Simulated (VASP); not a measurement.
# Al3Cu2 (P-3m1) in VASP: a series of runs, part 3 of 3

VASP 6.6.1. Earlier steps stand in the parts before.

### 4 Single point, r2SCAN (strain -0.040 along x and y, -0.080 along z)

File POSCAR:

```
Al3Cu2
1.0
    3.9377393120      0.0000000000      0.0000000000
   -1.9688696560      3.4101822776      0.0000000000
    0.0000000000      0.0000000000      4.5906724810
Al Cu
3 2
Direct
    0.0000000000      0.0000000000      0.0000000000
    0.3333333333      0.6666666667      0.3501725384
    0.6666666667      0.3333333333      0.6498274616
    0.3333333333      0.6666666667      0.8401683181
    0.6666666667      0.3333333333      0.1598316819
```

File INCAR.step1:

```
ALGO     = Normal         # electronic algorithm
EDIFF    = 1E-4           # SCF threshold, eV
ENCUT    = 520            # plane-wave cutoff, eV
GGA      = PE             # functional
ISMEAR   = 0              # smearing method
LASPH    = T              # aspherical terms in the spheres
LCHARG   = F              # write CHGCAR
LREAL    = F              # projectors in reciprocal space
LWAVE    = T              # write WAVECAR
NBANDS   = 24             # bands
NELM     = 100            # most SCF steps
PREC     = Accurate       # precision mode
SIGMA    = 0.15           # smearing width, eV
```

File INCAR.step2:

```
ALGO     = Normal         # electronic algorithm
EDIFF    = 1E-6           # SCF threshold, eV
ENCUT    = 520            # plane-wave cutoff, eV
ISIF     = 2              # what is computed and relaxed
ISMEAR   = 0              # smearing method
ISTART   = 1            
LASPH    = T              # aspherical terms in the spheres
LCHARG   = T              # write CHGCAR
LELF     = T              # ELF
LMIXTAU  = T            
LREAL    = F              # projectors in reciprocal space
LVHAR    = T            
LWAVE    = F              # write WAVECAR
METAGGA  = R2SCAN         # meta-GGA
NBANDS   = 24             # bands
NELM     = 100            # most SCF steps
PREC     = Accurate       # precision mode
SIGMA    = 0.15           # smearing width, eV
```

File KPOINTS:

```
k-points
0
Gamma
  12 12 10
```

Potentials or basis: VASP PAW PBE potentials, release 64 (Al, Cu).

The run is started by

```sh
$ cat potpaw_PBE.64/Al/POTCAR potpaw_PBE.64/Cu/POTCAR > POTCAR
$ cp INCAR.step1 INCAR
$ mpirun -np 1 vasp_std > vasp.out
$ cp INCAR.step2 INCAR
$ mpirun -np 1 vasp_std > vasp.out
```

OUTCAR:

```text
EDIFF = 1E-6
   ENCUT = 520
   ISIF = 2
   ISMEAR = 0
   ISTART = 1
   LASPH = T
   LREAL = F
   METAGGA = R2SCAN
   NELM = 100
   PREC = Accurate

 ion  position               nearest neighbor table
   1  0.000  0.000  0.000-   4 2.39   5 2.39   4 2.39   5 2.39   5 2.39   4 2.39   2 2.78   3 2.78
                             2 2.78   3 2.78   2 2.78   3 2.78
   2  0.333  0.667  0.350-   4 2.25   4 2.34   5 2.44   5 2.44   5 2.44   3 2.66   3 2.66   3 2.66
                             1 2.78   1 2.78   1 2.78
   3  0.667  0.333  0.650-   5 2.25   5 2.34   4 2.44   4 2.44   4 2.44   2 2.66   2 2.66   2 2.66
                             1 2.78   1 2.78   1 2.78
   4  0.333  0.667  0.840-   2 2.25   2 2.34   1 2.39   1 2.39   1 2.39   3 2.44   3 2.44   3 2.44
                             5 2.71   5 2.71   5 2.71
   5  0.667  0.333  0.160-   3 2.25   3 2.34   1 2.39   1 2.39   1 2.39   2 2.44   2 2.44   2 2.44
                             4 2.71   4 2.71   4 2.71

  LATTYP: Found a hexagonal cell.
 ALAT       =     3.9377393120
 C/A-ratio  =     1.1658142191

  Lattice vectors:

 A1 = (   3.9377393120,   0.0000000000,   0.0000000000)
 A2 = (  -1.9688696560,   3.4101822776,   0.0000000000)
 A3 = (   0.0000000000,   0.0000000000,   4.5906724810)

Analysis of symmetry for initial positions (statically):
=====================================================================
 Subroutine PRICEL returns:
 Original cell was already a primitive cell.

 Routine SETGRP: Setting up the symmetry group for a
 hexagonal supercell.

 Subroutine GETGRP returns: Found 12 space group operations
 (whereof 12 operations were pure point group operations)
 out of a pool of 24 trial point group operations.

The static configuration has the point symmetry D_3d.

Analysis of symmetry for dynamics (positions and initial velocities):
=====================================================================
 Subroutine PRICEL returns:
 Original cell was already a primitive cell.

 Routine SETGRP: Setting up the symmetry group for a
 hexagonal supercell.

 Subroutine GETGRP returns: Found 12 space group operations
 (whereof 12 operations were pure point group operations)
 out of a pool of 24 trial point group operations.

The dynamic configuration has the point symmetry D_3d.

 Subroutine INISYM returns: Found 12 space group operations
 (whereof 12 operations are pure point group operations),
 and found     1 'primitive' translations

----------------------------------------------------------------------------------------

                                     Primitive cell

  volume of cell :      61.6454

  direct lattice vectors                    reciprocal lattice vectors
     3.937739312  0.000000000  0.000000000     0.253952819  0.146619729  0.000000000
    -1.968869656  3.410182278  0.000000000     0.000000000  0.293239457  0.000000000
     0.000000000  0.000000000  4.590672481     0.000000000  0.000000000  0.217833009

  length of vectors
     3.937739312  3.937739312  4.590672481     0.293239457  0.293239457  0.217833009

  position of ions in fractional coordinates (direct lattice)
     0.000000000  0.000000000  0.000000000
     0.333333333  0.666666667  0.350172538
     0.666666667  0.333333333  0.649827462
     0.333333333  0.666666667  0.840168318
     0.666666667  0.333333333  0.159831682
[... 38 lines left out ...]
  0.083333 -0.000000  0.000000      6.000000
  0.166667 -0.000000  0.000000      6.000000
  0.250000  0.000000  0.000000      6.000000
  0.333333 -0.000000  0.000000      6.000000
  0.416667 -0.000000  0.000000      6.000000
[... 16 lines left out ...]
  0.166667 -0.000000  0.100000      6.000000
  0.000000  0.166667  0.100000      6.000000
 [... further k-points ...]
   k-points           NKPTS =    162   k-points in BZ     NKDIM =    162   number of bands    NBANDS=     24
   number of dos      NEDOS =    301   number of ions     NIONS =      5
   total plane-waves  NPLWV =  32400
   dimension x,y,z NGX =    30 NGY =   30 NGZ =   36
   dimension x,y,z NGXF=    60 NGYF=   60 NGZF=   72
   ions per type =               3   2
   NGX,Y,Z   is equivalent  to a cutoff of  12.67, 12.67, 13.04 a.u.
   NGXF,Y,Z  is equivalent  to a cutoff of  25.33, 25.33, 26.07 a.u.
 SYSTEM =  unknown system
   PREC   = accura    normal or accurate (medium, high low for compatibility)
   ISTART =      1    job   : 0-new  1-cont  2-samecut
   ICHARG =      0    charge: 1-file 2-atom 10-const
   ISPIN  =      1    spin polarized calculation?
   LNONCOLLINEAR =      F non collinear calculations
   LSORBIT =      F    spin-orbit coupling
   LASPH  =      T    aspherical Exc in radial PAW
   ENCUT  =  520.0 eV  38.22 Ry    6.18 a.u.   7.32  7.32  8.54*2*pi/ulx,y,z
   NELM   =    100;   NELMIN=  2; NELMDL=  0     # of ELM steps
   EDIFF  = 0.1E-05   stopping-criterion for ELM
   LREAL  =      F    real-space projection
   EDIFFG = 0.1E-04   stopping-criterion for IOM
   NSW    =      0    number of steps for IOM
   IBRION =     -1    ionic relax: 0-MD 1-quasi-New 2-CG
   NFREE  =      0    steps in history (QN), initial steepest desc. (CG)
   ISIF   =      2    stress and relaxation
   ISYM   =      2    0-nonsym 1-usesym 2-fastsym
   POTIM  = 0.5000    time-step for ionic-motion
   TEBEG  =    0.0;   TEEND  =   0.0 temperature during run
   PSTRESS=    0.0 pullay stress
   NELECT =      31.0000    total number of electrons
   NUPDOWN=      -1.0000    fix difference up-down
   EMIN   =  10.00;   EMAX   =-10.00  energy-range for DOS
   EFERMI =   0.00;   METHOD = LEGACY
   ISMEAR =     0;   SIGMA  =   0.15  broadening in eV -4-tet -1-fermi 0-gaus
   EFERMI_NEDOS =   21; number of points for ismear=-14 and -15
   IALGO  =     38    algorithm
   IMIX   =      4    mixing-type and parameters
     AMIX     =   0.40;   BMIX     =  1.00
     AMIX_MAG =   1.60;   BMIX_MAG =  1.00
  volume/ion in A,a.u.               =      12.33        83.20
  Fermi-wavevector in a.u.,A,eV,Ry     =   1.301852  2.460144 23.059424  1.694820
  Thomas-Fermi vector in A             =   2.432959
   LORBIT       =      0    0 simple, 1 ext, 2 COOP (PROOUT), +10 PAW based schemes
   METAGGA = R2SCAN    functional components
   LHFCALC =     F    Hartree Fock is set to
   AEXX    =    0.0000 exact exchange contribution
   IVDW    =     0    specifies the selected vdW correction
   LEPSILON=     F    determine dielectric tensor
   LRPA    =     F    only Hartree local field effects (RPA)
 non-spin polarized calculation
 Gauss-broadening in eV      SIGMA  =   0.15
  energy-cutoff  :      520.00
  volume of cell :       61.65
 maximum number of plane-waves:      1691
 NGX is ok and might be reduce to    30
   NGX = 15   NGY = 15   NGZ = 17

 number of electron      30.9999984 magnetization

 Free energy of the ion-electron system (eV)
  ---------------------------------------------------
  ext. energy  EPLUGINS =         0.00000000
  ---------------------------------------------------
  free energy    TOTEN  =       -41.89496981 eV

  energy without entropy =      -41.88322459  energy(sigma->0) =      -41.88909720

 E-fermi :  10.3507     XC(G=0): -12.5487

 val. band max:       10.3409641088   @ k =   0.0000   0.0000   0.3000
 cond. band min:      10.3543937135   @ k =   0.4167  -0.0000   0.1000
 fundamental gap:      0.0134296047
 Fermi energy:        10.3507087380

 k-point     1 :       0.0000    0.0000    0.0000
  band No.  band energies     occupation
      1      -2.8234      2.00000
      2       2.7997      2.00000
      3       3.5991      2.00000
      4       3.8401      2.00000
      5       3.8402      2.00000
      6       4.2106      2.00000
[... 637 lines left out ...]
     23      16.7533      0.00000
     24      17.1733      0.00000

 [... further k-points ...]

------------------------ aborting loop because EDIFF is reached ----------------------------------------

  FORCE on cell =-STRESS in cart. coord.  units (eV):
  Direction    XX          YY          ZZ          XY          YZ          ZX
  --------------------------------------------------------------------------------------
  -------------------------------------------------------------------------------------
  Total        8.6063841      8.6063841     15.4192884      0.0000000      0.0000000      0.0000000
  in kB      223.6816946    223.6816946    400.7504786      0.0000000      0.0000000      0.0000000
  external PRESSURE =     282.7046226 kB  Pullay stress =       0.0000000 kB

 VOLUME and BASIS-vectors are now :
 -----------------------------------------------------------------------------
  energy-cutoff  :      520.00
  volume of cell :       61.65
      direct lattice vectors                 reciprocal lattice vectors
     3.937739312  0.000000000  0.000000000     0.253952819  0.146619729  0.000000000
    -1.968869656  3.410182278  0.000000000     0.000000000  0.293239457  0.000000000
     0.000000000  0.000000000  4.590672481     0.000000000  0.000000000  0.217833009

 POSITION                                       TOTAL-FORCE (eV/Angst)
 -----------------------------------------------------------------------------------
      0.00000      0.00000      0.00000        -0.000000      0.000000      0.000000
     -0.00000      2.27345      1.60753        -0.000000     -0.000000      0.077260
      1.96887      1.13673      2.98315        -0.000000      0.000000     -0.077260
     -0.00000      2.27345      3.85694        -0.000000      0.000000      0.319776
      1.96887      1.13673      0.73373         0.000000     -0.000000     -0.319776
 -----------------------------------------------------------------------------------
    total drift:                               -0.000000      0.000000     -0.000000

  FREE ENERGIE OF THE ION-ELECTRON SYSTEM (eV)
  ---------------------------------------------------
  free  energy   TOTEN  =       -41.8949698086 eV

  energy  without entropy=      -41.8832245876  energy(sigma->0) =      -41.88909720
```

Run time: 7 min. Hardware: 1 thread of Intel Xeon 6975P-C (Granite Rapids), shared host; peak memory 0.32 GiB.

What came out:

```
Free energy            : -41.8950 eV
Pressure               : 28.3 GPa
Largest force          : 0.320 eV/Å
Band gap on the k mesh : zero (an odd number of electrons rules out a gap without spin polarisation)
```

Forces in eV/Å, atoms in the order of the input:
```
Al   0.000  0.000  0.000
Al   0.000  0.000  0.077
Al   0.000  0.000 -0.077
Cu   0.000  0.000  0.320
Cu   0.000  0.000 -0.320
```

Stress tensor (GPa, compression positive):
```
22.37  0.00  0.00
 0.00 22.37  0.00
 0.00  0.00 40.08
```

Levels at points of the mesh, in eV from the Fermi level:
```tsv
k point	band 13	band 14	band 15	band 16	band 17	band 18
(0.00, 0.00, 0.00)	-4.14	-0.70	-0.70	1.18	1.18	3.40
(0.50, 0.00, 0.00)	-4.03	-3.44	-2.87	-0.51	0.28	0.81
(0.00, 0.00, 0.50)	0.97	0.97	1.11	1.11	2.04	2.77
(0.50, 0.00, 0.50)	-4.88	-4.11	-2.36	-0.32	0.80	1.27
```

Caveat: the cell differs from its parent crystal (strain -0.040 along x and y, -0.080 along z); the stress differs along the axes, from 22 to 40 GPa; the PAW data sets were made with another functional, which shifts forces and pressure a little.

### 5 Single point, r2SCAN (strain -0.080 along x and y, +0.040 along z)

POSCAR: that of step 4 with these lines changed.

```diff
@@ -2,5 +2,5 @@
 1.0
-    3.9377393120      0.0000000000      0.0000000000
-   -1.9688696560      3.4101822776      0.0000000000
-    0.0000000000      0.0000000000      4.5906724810
+    3.7736668406      0.0000000000      0.0000000000
+   -1.8868334203      3.2680913494      0.0000000000
+    0.0000000000      0.0000000000      5.1894558481
 Al Cu
```

File INCAR.step1:

```
ALGO = Normal
EDIFF = 1E-4
ENCUT = 520
GGA = PE
ISMEAR = 0
LASPH = True
LCHARG = False
LREAL = False
LWAVE = True
NBANDS = 24
NELM = 80
PREC = Accurate
SIGMA = 0.15
```

File INCAR.step2:

```
ALGO = Normal
EDIFF = 1E-6
ENCUT = 520
ISIF = 2
ISMEAR = 0
ISTART = 1
LASPH = True
LCHARG = False
LMIXTAU = True
LREAL = False
LWAVE = False
METAGGA = R2SCAN
NBANDS = 24
NELM = 80
PREC = Accurate
SIGMA = 0.15
```

KPOINTS is that of step 4.

The run is started by

```sh
$ cat potpaw_PBE.64/Al/POTCAR potpaw_PBE.64/Cu/POTCAR > POTCAR
$ cp INCAR.step1 INCAR
$ mpirun -np 1 vasp_std > vasp.out
$ cp INCAR.step2 INCAR
$ mpirun -np 1 vasp_std > vasp.out
```

It took 7.1 min on 1 thread of Intel Xeon 6975P-C (Granite Rapids), shared host; peak memory 0.33 GiB.

The run converged. Its results:

| Quantity | Value |
| --- | --- |
| Free energy | -41.8379 eV |
| Pressure | 21.7 GPa |
| Largest force | 0.377 eV/Å |
| Band gap on the k mesh | zero (an odd number of electrons rules out a gap without spin polarisation) |

Forces in eV/Å, atoms in the order of the input:
```
Al   0.000  0.000  0.000
Al   0.000  0.000  0.196
Al   0.000  0.000 -0.196
Cu   0.000  0.000 -0.377
Cu   0.000  0.000  0.377
```

Stress tensor (GPa, compression positive):
```
31.06  0.00  0.00
 0.00 31.06  0.00
 0.00  0.00  2.88
```

Levels at points of the mesh, in eV from the Fermi level:
| k point | band 13 | band 14 | band 15 | band 16 | band 17 | band 18 | band 19 | band 20 |
| --- | --- | --- | --- | --- | --- | --- | --- | --- |
| (0.00, 0.00, 0.00) | -4.30 | 0.67 | 0.67 | 2.45 | 2.45 | 4.87 | 5.12 | 6.28 |
| (0.50, 0.00, 0.00) | -4.05 | -3.36 | -2.86 | -1.21 | -0.19 | 1.40 | 3.06 | 4.14 |
| (0.00, 0.00, 0.50) | 0.37 | 1.54 | 2.02 | 2.02 | 2.03 | 2.03 | 3.70 | 3.70 |
| (0.50, 0.00, 0.50) | -4.76 | -3.99 | -1.69 | 0.09 | 1.46 | 2.28 | 4.23 | 4.57 |

Caveat: the cell differs from its parent crystal (strain -0.080 along x and y, +0.040 along z); the stress differs along the axes, from 3 to 31 GPa; the PAW data sets were made with another functional, which shifts forces and pressure a little.

### 6 Single point, r2SCAN (strain -0.040 along x and y, -0.040 along z)

POSCAR: that of step 5 with these lines changed.

```diff
@@ -2,5 +2,5 @@
 1.0
-    3.7736668406      0.0000000000      0.0000000000
-   -1.8868334203      3.2680913494      0.0000000000
-    0.0000000000      0.0000000000      5.1894558481
+    3.9377393120      0.0000000000      0.0000000000
+   -1.9688696560      3.4101822776      0.0000000000
+    0.0000000000      0.0000000000      4.7902669367
 Al Cu
```

File INCAR.step1:

```
SYSTEM = Al3Cu2
ALGO = Normal ; EDIFF = 1E-4
ENCUT = 520 ; GGA = PE
ISMEAR = 0 ; LASPH = .True.
LCHARG = .False. ; LREAL = .False.
LWAVE = .True. ; NBANDS = 24
NELM = 100 ; PREC = Accurate
SIGMA = 0.15
```

File INCAR.step2:

```
SYSTEM = Al3Cu2
ALGO = Normal ; EDIFF = 1E-6
ENCUT = 520 ; ISIF = 2
ISMEAR = 0 ; ISTART = 1
LASPH = .True. ; LCHARG = .False.
LMIXTAU = .True. ; LREAL = .False.
LWAVE = .False. ; METAGGA = R2SCAN
NBANDS = 24 ; NELM = 100
PREC = Accurate ; SIGMA = 0.15
```

File KPOINTS:

```
k-points
0
Gamma
  12 12 10
  0 0 0
```

Potentials or basis: VASP PAW PBE potentials, release 64 (Al, Cu).

The run is started by

```sh
$ cat potpaw_PBE.64/Al/POTCAR potpaw_PBE.64/Cu/POTCAR > POTCAR
$ cp INCAR.step1 INCAR
$ mpirun -np 1 vasp_std > vasp.out
$ cp INCAR.step2 INCAR
$ mpirun -np 1 vasp_std > vasp.out
```

Wall time 7.2 min (1 thread of Intel Xeon 6975P-C (Granite Rapids), shared host); peak memory 0.33 GiB.

It converged, with:

- Free energy: -42.3839 eV
- Pressure: 18.7 GPa
- Largest force: 0.101 eV/Å
- Band gap on the k mesh: zero (an odd number of electrons rules out a gap without spin polarisation)

Forces in eV/Å, atoms in the order of the input:
```
Al   0.000  0.000  0.000
Al   0.000  0.000  0.101
Al   0.000  0.000 -0.101
Cu   0.000  0.000  0.073
Cu   0.000  0.000 -0.073
```

Stress tensor (GPa, compression positive):
```
18.40  0.00  0.00
 0.00 18.40  0.00
 0.00  0.00 19.36
```

Levels at points of the mesh, in eV from the Fermi level:
```tsv
k point	band 13	band 14	band 15	band 16	band 17	band 18
(0.00, 0.00, 0.00)	-4.13	-0.32	-0.32	1.49	1.49	3.58
(0.50, 0.00, 0.00)	-3.62	-3.52	-2.94	-0.71	0.46	0.54
(0.00, 0.00, 0.50)	1.27	1.27	1.31	1.31	1.80	2.89
(0.50, 0.00, 0.50)	-4.71	-3.96	-2.13	-0.22	0.99	1.45
```

Caveat: the cell differs from its parent crystal (strain -0.040 along x and y, -0.040 along z); the cell stands under pressure; the PAW data sets were made with another functional, which shifts forces and pressure a little.

### 7 Overview

| cell | gap on the mesh (eV) | pressure (GPa) | largest force (eV/Å) |
| --- | --- | --- | --- |
| a = 3.774, b = 3.774, c = 5.389 Å, angles 90.0, 90.0, 120.0°, 5 atoms | none | 16.2 | 0.44 |
| a = 4.102, b = 4.102, c = 4.591 Å, angles 90.0, 90.0, 120.0°, 5 atoms | none | 13.4 | 0.46 |
| a = 3.938, b = 3.938, c = 4.591 Å, angles 90.0, 90.0, 120.0°, 5 atoms | none | 28.3 | 0.32 |
| a = 3.774, b = 3.774, c = 5.189 Å, angles 90.0, 90.0, 120.0°, 5 atoms | none | 21.7 | 0.38 |
| a = 3.938, b = 3.938, c = 4.790 Å, angles 90.0, 90.0, 120.0°, 5 atoms | none | 18.7 | 0.10 |

Alike in all rows: task single point; level r2SCAN; potentials or basis VASP PAW PBE potentials, release 64 (Al, Cu); no spin polarisation; k mesh 12 × 12 × 10; cutoff (eV) 520; smearing gaussian 0.15 eV.

Caveats: the PAW data sets were made with another functional, which shifts forces and pressure a little; the stress differs along the axes, from -3 to 26 GPa (at least some runs); the stress differs along the axes, from 5 to 31 GPa (at least some runs); the stress differs along the axes, from 22 to 40 GPa (at least some runs); the stress differs along the axes, from 3 to 31 GPa (at least some runs); the cell stands under pressure (at least some runs).

Absolute energies hang on the potentials; compare differences alone.

The gap in the log of VASP goes by the Fermi energy; the results here count the filled bands.